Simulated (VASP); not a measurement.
# B (Im-3m) in VASP: a series of runs, part 2 of 2

VASP 6.6.1. The steps go on from the part before.

## Step 4: Single point, PBE (volume scaled by 0.43)

Contents of INCAR:

```
PREC = Accurate ; ENCUT = 520
EDIFF = 1E-7 ; ISMEAR = -1
SIGMA = 0.1 ; LREAL = F
LASPH = T ; NELM = 100
ALGO = Normal ; ISIF = 2
LWAVE = F ; LCHARG = T
GGA = PE ; LELF = T
LVHAR = T ; NBANDS = 8
```

Contents of KPOINTS:

```
regular mesh
0
Gamma
  22 22 22
```

Contents of POSCAR:

```
B
1.0
   -0.8711667728      0.8711667728      0.8711667728
    0.8711667728     -0.8711667728      0.8711667728
    0.8711667728      0.8711667728     -0.8711667728
B
1
Direct
    0.0000000000      0.0000000000      0.0000000000
```

Potentials or basis: VASP PAW PBE potentials, release 64 (B).

On the command line:

```
cat potpaw_PBE.64/B/POTCAR > POTCAR
mpirun -np 1 vasp_std > vasp.out
```

OUTCAR:

```text
PREC = Accurate
   ENCUT = 520
   EDIFF = 1E-7
   ISMEAR = -1
   LREAL = F
   LASPH = T
   NELM = 100
   ISIF = 2
   GGA = PE

 ion  position               nearest neighbor table
   1  0.000  0.000  0.000-

  LATTYP: Found a body centered cubic cell.
 ALAT       =     1.7423335456

  Lattice vectors:

 A1 = (  -0.8711667728,   0.8711667728,   0.8711667728)
 A2 = (   0.8711667728,  -0.8711667728,   0.8711667728)
 A3 = (   0.8711667728,   0.8711667728,  -0.8711667728)

Analysis of symmetry for initial positions (statically):
=====================================================================
 Subroutine PRICEL returns:
 Original cell was already a primitive cell.

 Routine SETGRP: Setting up the symmetry group for a
 body centered cubic supercell.

 Subroutine GETGRP returns: Found 48 space group operations
 (whereof 48 operations were pure point group operations)
 out of a pool of 48 trial point group operations.

The static configuration has the point symmetry O_h .

Analysis of symmetry for dynamics (positions and initial velocities):
=====================================================================
 Subroutine PRICEL returns:
[... 152 lines left out ...]
  energy without entropy =        0.13981067  energy(sigma->0) =        0.13795894

 E-fermi :  23.1842     XC(G=0): -16.7943

 val. band max:       23.1681165913   @ k =   0.2727   0.1818   0.0455
 cond. band min:      23.2442366398   @ k =  -0.3636   0.4545   0.2727
 fundamental gap:      0.0761200485
 Fermi energy:        23.1841948060

 k-point     1 :       0.0000    0.0000    0.0000
  band No.  band energies     occupation
      1      -7.3346      2.00000
      2      55.5825      0.00000
      3      55.5825      0.00000
      4      55.5825      0.00000
      5      79.6924      0.00000
      6      79.6924      0.00000
      7      79.6924      0.00000
      8      84.8288      0.00000
[... 243 lines left out ...]
 k-point    24 :       0.1364    0.0909   -0.0000
  band No.  band energies     occupation
      1      -4.9046      2.00000
      2      44.4977      0.00000
      3      46.9256      0.00000
      4      51.1130      0.00000
      5      68.4848      0.00000
      6      69.6049      0.00000
      7      79.8941      0.00000
      8      88.6727      0.00000

 [... further k-points ...]
[... 5 lines left out ...]
  --------------------------------------------------------------------------------------
  -------------------------------------------------------------------------------------
  Total       14.7929087     14.7929087     14.7929087      0.0000000      0.0000000      0.0000000
  in kB     8961.9034099   8961.9034099   8961.9034099      0.0000000      0.0000000      0.0000000
  external PRESSURE =    8961.9034099 kB  Pullay stress =       0.0000000 kB

 VOLUME and BASIS-vectors are now :
 -----------------------------------------------------------------------------
  energy-cutoff  :      520.00
  volume of cell :        2.64
      direct lattice vectors                 reciprocal lattice vectors
    -0.871166773  0.871166773  0.871166773     0.000000000  0.573942918  0.573942918
     0.871166773 -0.871166773  0.871166773     0.573942918  0.000000000  0.573942918
     0.871166773  0.871166773 -0.871166773     0.573942918  0.573942918  0.000000000

 POSITION                                       TOTAL-FORCE (eV/Angst)
 -----------------------------------------------------------------------------------
      0.00000      0.00000      0.00000         0.000000     -0.000000      0.000000
 -----------------------------------------------------------------------------------
    total drift:                               -0.000000      0.000000      0.000000

  FREE ENERGIE OF THE ION-ELECTRON SYSTEM (eV)
  ---------------------------------------------------
  free  energy   TOTEN  =         0.1361072036 eV

  energy  without entropy=        0.1398106722  energy(sigma->0) =        0.13795894
```

OSZICAR:

```text
N       E                     dE             d eps       ncg     rms          rms(c)
DAV:   1     0.173297477146E+01    0.17330E+01   -0.21303E+03  6376   0.331E+02
DAV:   2     0.134413206782E-01   -0.17195E+01   -0.16870E+01  6328   0.369E+01
DAV:   3     0.131372316555E-01   -0.30409E-03   -0.30408E-03  5976   0.515E-01
DAV:   4     0.131372295467E-01   -0.21088E-08   -0.25557E-08  6736   0.124E-03
DAV:   5     0.131372276554E-01   -0.18913E-08   -0.65780E-13  5976   0.415E-06    0.498E+00
DAV:   6     0.100767508553E+00    0.87630E-01   -0.33737E-03  5304   0.568E-01    0.304E+00
DAV:   7     0.136078918668E+00    0.35311E-01   -0.26761E-03  5680   0.507E-01    0.744E-02
DAV:   8     0.136106780836E+00    0.27862E-04   -0.46007E-06  5576   0.206E-02    0.361E-02
DAV:   9     0.136107191379E+00    0.41054E-06   -0.89491E-07  6048   0.805E-03    0.141E-03
DAV:  10     0.136107203599E+00    0.12220E-07   -0.14708E-09  3432   0.389E-04
   1 F= 0.13610720E+00 E0= 0.13795894E+00  d E =-.370347E-02
```

Run time: 14 s. Hardware: 1 thread of AMD EPYC 7R13, shared host; peak memory 0.08 GiB.

The run converged, but its numbers aren't listed here, since they failed a check.

## Step 5: Single point, PBE (volume scaled by 0.5)

Contents of INCAR:

```
SYSTEM = B
PREC     = Accurate       ! precision mode
ENCUT    = 520            ! plane-wave cutoff, eV
EDIFF    = 1E-6           ! SCF threshold, eV
ISMEAR   = -1             ! smearing method
SIGMA    = 0.1            ! smearing width, eV
LREAL    = .False.        ! projectors in reciprocal space
LASPH    = .True.         ! aspherical terms in the spheres
NELM     = 80             ! most SCF steps
ALGO     = Normal         ! electronic algorithm
ISIF     = 2              ! what is computed and relaxed
LWAVE    = .False.        ! write WAVECAR
LCHARG   = .True.         ! write CHGCAR
GGA      = PE             ! functional
LELF     = .True.         ! ELF
LVHAR    = .True.       
NBANDS   = 8              ! bands
```

Contents of KPOINTS:

```
regular mesh
0
Gamma
  22 22 22
  0 0 0
```

Contents of POSCAR:

```
B
1.0
   -0.9160836925      0.9160836925      0.9160836925
    0.9160836925     -0.9160836925      0.9160836925
    0.9160836925      0.9160836925     -0.9160836925
B
1
Direct
    0.0000000000      0.0000000000      0.0000000000
```

On the command line:

```
cat potpaw_PBE.64/B/POTCAR > POTCAR
mpirun -np 1 vasp_std > vasp.out
```

It took 13 s on 1 thread of AMD EPYC 7R13, shared host; peak memory 0.08 GiB.

It converged, with:

```yaml
Free_energy: -1.7957 eV
Pressure: 567.8 GPa
```

Levels at points of the mesh, in eV from the Fermi level:
```
           k point  band 1  band 2  band 3  band 4
(0.00, 0.00, 0.00)  -28.23   28.47   28.47   28.47
(0.50, 0.00, 0.00)  -16.51   -4.68   15.49   21.61
(0.50, 0.50, 0.50)    0.34    0.34    0.34   12.04
```

## Step 6: Single point, PBE (volume scaled by 0.58)

Contents of INCAR:

```
SYSTEM = B
PREC = Accurate
ENCUT = 520
EDIFF = 1E-6
ISMEAR = -1
SIGMA = 0.1
LREAL = .False.
LASPH = .True.
NELM = 100
ALGO = Normal
ISIF = 2
LWAVE = .False.
LCHARG = .False.
GGA = PE
NBANDS = 8
```

Contents of KPOINTS:

```
Automatic mesh
0
Gamma
  22 22 22
  0 0 0
```

Contents of POSCAR:

```
B
1.0
   -0.9625452354      0.9625452354      0.9625452354
    0.9625452354     -0.9625452354      0.9625452354
    0.9625452354      0.9625452354     -0.9625452354
B
1
Direct
    0.0000000000      0.0000000000      0.0000000000
```

Potentials or basis: VASP PAW PBE potentials, release 64 (B).

On the command line:

```
cat potpaw_PBE.64/B/POTCAR > POTCAR
mpirun -np 1 vasp_std > vasp.out
```

It took 13 s on 1 thread of AMD EPYC 7R13, shared host; peak memory 0.08 GiB.

It converged, with:

* Free energy: -3.1688 eV
* Pressure: 344.8 GPa

Levels at points of the mesh, in eV from the Fermi level:
| k point | band 1 | band 2 | band 3 | band 4 |
| --- | --- | --- | --- | --- |
| (0.00, 0.00, 0.00) | -25.98 | 25.06 | 25.06 | 25.06 |
| (0.50, 0.00, 0.00) | -14.66 | -4.76 | 13.69 | 19.30 |
| (0.50, 0.50, 0.50) | 0.31 | 0.31 | 0.31 | 11.55 |

## Step 7: Overview

```csv
task,cell,cutoff (eV),gap on the mesh (eV),pressure (GPa)
relaxation of cell and atoms,"relaxed from a = 2.036 Å, angles 109.5°, 1 atom",600,none,0.0
single point,"a = 1.587 Å, angles 109.5°, 1 atom",520,none,567.8
single point,"a = 1.667 Å, angles 109.5°, 1 atom",520,none,344.8
```

Alike in all rows: level PBE; potentials or basis VASP PAW PBE potentials, release 64 (B); no spin polarisation; k mesh 22 × 22 × 22; smearing fermi-dirac 0.1 eV.

Total energies depend on the potentials used, so only differences within one code and one set of settings carry meaning.
